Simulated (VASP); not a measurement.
# Ge (Fd-3m) in VASP: relaxation of cell and atoms with PBEsol

Aim: the relaxation of cell and atoms of Ge with PBEsol.

Program: VASP 6.6.1. These are calculated values, not measurements. Logs are shortened: lines on timing, memory, paths and dates and some standing lists are left out, and cuts for length are marked.

## (1) The cell of the first run

It takes space group Fd-3m (No. 227, cubic). Conventional cell: a = 4.753 Å, b = 4.753 Å, c = 4.753 Å, α = 90.00°, β = 90.00°, γ = 90.00°. Ge (site symmetry -43m) has 4 Ge at 2.06 Å within 2.7 Å.

## (2) Relaxation of cell and atoms, PBEsol, target pressure 120 GPa, at which the enthalpy is minimised

The input, INCAR:

```
PREC = Accurate
ENCUT = 600
EDIFF = 1E-6
ISMEAR = -1
SIGMA = 0.08
LREAL = F
LASPH = T
NELM = 100
ALGO = Normal
ISIF = 3
LWAVE = F
LCHARG = F
GGA = PS
IBRION = 2
NSW = 32
EDIFFG = -0.005
PSTRESS = 1200.0
```

The input, KPOINTS:

```
regular mesh
0
Gamma
  14 14 14
```

The input, POSCAR:

```
Ge
1.0
    0.0000000000      2.3766754867      2.3766754867
    2.3766754867      0.0000000000      2.3766754867
    2.3766754867      2.3766754867      0.0000000000
Ge
2
Direct
   -0.1250000000     -0.1250000000     -0.1250000000
    0.1250000000      0.1250000000      0.1250000000
```

Potentials or basis: VASP PAW PBE potentials, release 64 (Ge_d).

Run with:

```bash
$ cat potpaw_PBE.64/Ge_d/POTCAR > POTCAR
$ mpirun -np 1 vasp_std > vasp.out
```

OUTCAR:

```text
PREC = Accurate
   ENCUT = 600
   EDIFF = 1E-6
   ISMEAR = -1
   LREAL = F
   LASPH = T
   NELM = 100
   ISIF = 3
   GGA = PS
   IBRION = 2
   NSW = 32
   EDIFFG = -0.005
   PSTRESS = 1200.0

 ion  position               nearest neighbor table
   1  0.875  0.875  0.875-   2 2.06   2 2.06   2 2.06   2 2.06
   2  0.125  0.125  0.125-   1 2.06   1 2.06   1 2.06   1 2.06

  LATTYP: Found a face centered cubic cell.
 ALAT       =     4.7533509734

  Lattice vectors:

 A1 = (   0.0000000000,   2.3766754867,   2.3766754867)
 A2 = (   2.3766754867,   0.0000000000,   2.3766754867)
 A3 = (   2.3766754867,   2.3766754867,   0.0000000000)

Analysis of symmetry for initial positions (statically):
=====================================================================
 Subroutine PRICEL returns:
 Original cell was already a primitive cell.

 Routine SETGRP: Setting up the symmetry group for a
 face centered cubic supercell.

 Subroutine GETGRP returns: Found 48 space group operations
 (whereof 12 operations were pure point group operations)
 out of a pool of 48 trial point group operations.

The static configuration has the point symmetry D_3d.
 The point group associated with its full space group is O_h .

Analysis of symmetry for dynamics (positions and initial velocities):
=====================================================================
 Subroutine PRICEL returns:
 Original cell was already a primitive cell.

 Routine SETGRP: Setting up the symmetry group for a
 face centered cubic supercell.

 Subroutine GETGRP returns: Found 48 space group operations
 (whereof 12 operations were pure point group operations)
 out of a pool of 48 trial point group operations.

The dynamic configuration has the point symmetry D_3d.
 The point group associated with its full space group is O_h .

 Subroutine INISYM returns: Found 48 space group operations
 (whereof 12 operations are pure point group operations),
 and found     1 'primitive' translations

----------------------------------------------------------------------------------------

                                     Primitive cell

  volume of cell :      26.8497

  direct lattice vectors                    reciprocal lattice vectors
     0.000000000  2.376675487  2.376675487    -0.210377901  0.210377901  0.210377901
     2.376675487  0.000000000  2.376675487     0.210377901 -0.210377901  0.210377901
     2.376675487  2.376675487  0.000000000     0.210377901  0.210377901 -0.210377901

  length of vectors
     3.361126707  3.361126707  3.361126707     0.364385213  0.364385213  0.364385213

  position of ions in fractional coordinates (direct lattice)
     0.875000000  0.875000000  0.875000000
     0.125000000  0.125000000  0.125000000

  ion indices of the primitive-cell ions
   primitive index   ion index
                 1           1
                 2           2

----------------------------------------------------------------------------------------

 KPOINTS: regular mesh

Automatic generation of k-mesh.
 Grid dimensions read from file:
 generate k-points for:   14   14   14

 Generating k-lattice:

  Cartesian coordinates                     Fractional coordinates (reciprocal lattice)
    -0.015026993  0.015026993  0.015026993     0.071428571  0.000000000  0.000000000
     0.015026993 -0.015026993  0.015026993     0.000000000  0.071428571  0.000000000
     0.015026993  0.015026993 -0.015026993     0.000000000  0.000000000  0.071428571

  Length of vectors
     0.026027515  0.026027515  0.026027515

  Shift w.r.t. Gamma in fractional coordinates (k-lattice)
     0.000000000  0.000000000  0.000000000

 Subroutine IBZKPT returns following result:
 ===========================================

 Found    104 irreducible k-points:

 Following reciprocal coordinates:
            Coordinates               Weight
  0.000000  0.000000  0.000000      1.000000
  0.071429  0.000000  0.000000      8.000000
  0.142857  0.000000  0.000000      8.000000
  0.214286  0.000000  0.000000      8.000000
  0.285714  0.000000  0.000000      8.000000
  0.357143  0.000000  0.000000      8.000000
[... 16 lines left out ...]
  0.214286  0.142857  0.000000     24.000000
  0.285714  0.142857  0.000000     24.000000
 [... further k-points ...]
   k-points           NKPTS =    104   k-points in BZ     NKDIM =    104   number of bands    NBANDS=     18
   number of dos      NEDOS =    301   number of ions     NIONS =      2
   total plane-waves  NPLWV =  21952
   dimension x,y,z NGX =    28 NGY =   28 NGZ =   28
   dimension x,y,z NGXF=    56 NGYF=   56 NGZF=   56
   ions per type =               2
   NGX,Y,Z   is equivalent  to a cutoff of  13.85, 13.85, 13.85 a.u.
   NGXF,Y,Z  is equivalent  to a cutoff of  27.70, 27.70, 27.70 a.u.
 SYSTEM =  unknown system
   PREC   = accura    normal or accurate (medium, high low for compatibility)
   ISTART =      0    job   : 0-new  1-cont  2-samecut
   ICHARG =      2    charge: 1-file 2-atom 10-const
   ISPIN  =      1    spin polarized calculation?
   LNONCOLLINEAR =      F non collinear calculations
   LSORBIT =      F    spin-orbit coupling
   LASPH  =      T    aspherical Exc in radial PAW
   ENCUT  =  600.0 eV  44.10 Ry    6.64 a.u.   6.71  6.71  6.71*2*pi/ulx,y,z
   NELM   =    100;   NELMIN=  2; NELMDL= -5     # of ELM steps
   EDIFF  = 0.1E-05   stopping-criterion for ELM
   LREAL  =      F    real-space projection
   EDIFFG = -.5E-02   stopping-criterion for IOM
   NSW    =     32    number of steps for IOM
   IBRION =      2    ionic relax: 0-MD 1-quasi-New 2-CG
   NFREE  =      1    steps in history (QN), initial steepest desc. (CG)
   ISIF   =      3    stress and relaxation
   ISYM   =      2    0-nonsym 1-usesym 2-fastsym
   POTIM  = 0.5000    time-step for ionic-motion
   TEBEG  =    0.0;   TEEND  =   0.0 temperature during run
   PSTRESS= 1200.0 pullay stress
   NELECT =      28.0000    total number of electrons
   NUPDOWN=      -1.0000    fix difference up-down
   EMIN   =  10.00;   EMAX   =-10.00  energy-range for DOS
   EFERMI =   0.00;   METHOD = LEGACY
   ISMEAR =    -1;   SIGMA  =   0.08  broadening in eV -4-tet -1-fermi 0-gaus
   EFERMI_NEDOS =   21; number of points for ismear=-14 and -15
   IALGO  =     38    algorithm
   IMIX   =      4    mixing-type and parameters
     AMIX     =   0.40;   BMIX     =  1.00
     AMIX_MAG =   1.60;   BMIX_MAG =  1.00
  volume/ion in A,a.u.               =      13.42        90.60
  Fermi-wavevector in a.u.,A,eV,Ry     =   1.660151  3.137231 37.499041  2.756102
  Thomas-Fermi vector in A             =   2.747437
   LORBIT       =      0    0 simple, 1 ext, 2 COOP (PROOUT), +10 PAW based schemes
   GGA     = PS    functional components
   LHFCALC =     F    Hartree Fock is set to
   AEXX    =    0.0000 exact exchange contribution
   IVDW    =     0    specifies the selected vdW correction
   LEPSILON=     F    determine dielectric tensor
   LRPA    =     F    only Hartree local field effects (RPA)
 conjugate gradient relaxation of ions
 non-spin polarized calculation
  energy-cutoff  :      600.00
  volume of cell :       26.85
 maximum number of plane-waves:       934
   NGX = 13   NGY = 13   NGZ = 13

--------------------------------------- Ionic step        1  -------------------------------------------

 number of electron      28.0000020 magnetization

 Free energy of the ion-electron system (eV)
  ---------------------------------------------------
  ext. energy  EPLUGINS =         0.00000000
  ---------------------------------------------------
  free energy    TOTEN  =        -5.49778082 eV

  energy without entropy =       -5.49366255  energy(sigma->0) =       -5.49572169

------------------------ aborting loop because EDIFF is reached ----------------------------------------

  FORCE on cell =-STRESS in cart. coord.  units (eV):
  Direction    XX          YY          ZZ          XY          YZ          ZX
  --------------------------------------------------------------------------------------
  -------------------------------------------------------------------------------------
  Total       20.1756629     20.1756629     20.1756629     -0.0000000     -0.0000000     -0.0000000
  in kB     1203.9230792   1203.9230792   1203.9230792     -0.0000000     -0.0000000     -0.0000000
  external PRESSURE =       3.9230792 kB  Pullay stress =    1200.0000000 kB
[... 61 lines left out ...]
  enthalpy is  TOTEN    =        14.6125163292 eV   P V=       20.2057436293

--------------------------------------- Ionic step        3  -------------------------------------------

 number of electron      28.0000020 magnetization

 Free energy of the ion-electron system (eV)
  ---------------------------------------------------
  ext. energy  EPLUGINS =         0.00000000
  ---------------------------------------------------
  free energy    TOTEN  =        -5.52647800 eV

  energy without entropy =       -5.52237419  energy(sigma->0) =       -5.52442609

 E-fermi :  11.2153     XC(G=0): -12.8786

 val. band max:       11.2032261846   @ k =   0.5000   0.4286   0.0000
 cond. band min:      11.3211878555   @ k =   0.4286   0.3571   0.0000
 fundamental gap:      0.1179616709
 Fermi energy:        11.2153155866

 k-point     1 :       0.0000    0.0000    0.0000
  band No.  band energies     occupation
      1     -14.9570      2.00000
      2     -14.9570      2.00000
      3     -14.9570      2.00000
      4     -14.8641      2.00000
      5     -14.8641      2.00000
      6     -14.1347      2.00000
[... 10 lines left out ...]
     17      14.1265      0.00000
     18      17.0376      0.00000
[... 466 lines left out ...]
      2     -15.0029      2.00000
      3     -14.9519      2.00000
      4     -14.7545      2.00000
      5     -14.6600      2.00000
      6     -14.3560      2.00000
[... 10 lines left out ...]
     17      17.2036      0.00000
     18      17.9965      0.00000

 [... further k-points ...]

------------------------ aborting loop because EDIFF is reached ----------------------------------------

  FORCE on cell =-STRESS in cart. coord.  units (eV):
  Direction    XX          YY          ZZ          XY          YZ          ZX
  --------------------------------------------------------------------------------------
  -------------------------------------------------------------------------------------
  Total       20.1435140     20.1435140     20.1435140     -0.0000000     -0.0000000     -0.0000000
  in kB     1200.2967463   1200.2967463   1200.2967463     -0.0000000     -0.0000000     -0.0000000
  external PRESSURE =       0.2967463 kB  Pullay stress =    1200.0000000 kB
[... 17 lines left out ...]
  FREE ENERGIE OF THE ION-ELECTRON SYSTEM (eV)
  ---------------------------------------------------
  free  energy   TOTEN  =        -5.5264779995 eV

  energy  without entropy=       -5.5223741859  energy(sigma->0) =       -5.52442609

  enthalpy is  TOTEN    =        14.6120559463 eV   P V=       20.1385339458

 reached required accuracy - stopping structural energy minimisation
```

It took 46 s on 1 thread of Intel Xeon 6975P-C (Granite Rapids), shared host; peak memory 0.19 GiB.

Results:

| Item | Value |
| --- | --- |
| Free energy | -5.5265 eV |
| Relaxed volume | 13.44 Å³/atom |
| Relaxed cell | a = 3.363 Å, b = 3.363 Å, c = 3.363 Å, α = 60.00°, β = 60.00°, γ = 60.00° |
| Space group after relaxing (to 0.1 Å) | Fd-3m (No. 227) |
| Energy change on relaxing (the run minimises the enthalpy) | -14.3 meV/atom |
| Ionic steps | 3 |
| Pressure after relaxing | 120.0 GPa |
| Band gap on the k mesh | zero (bands 14 and 15 overlap by 0.71 eV) |

Step by step:
```tsv
step	energy change (eV)	largest force (eV/Å)	pressure (GPa)	volume (Å³)
1	0.0000	0.0000	120.39	26.85
2	-0.0954	0.0000	118.29	26.98
3	-0.0287	0.0000	120.03	26.89
```

Final structure:
```
Ge
1.0
     0.00000    2.37780    2.37780
     2.37780    0.00000    2.37780
     2.37780    2.37780    0.00000
Ge
2
Direct
  0.87500 0.87500 0.87500
  0.12500 0.12500 0.12500
```

Caveat: the cell is relaxed towards a set pressure, so the run minimises the enthalpy, not the energy; semilocal functionals underestimate gaps, so a narrow gap can read as zero; the PAW data sets were made with another functional, which shifts forces and pressure a little.
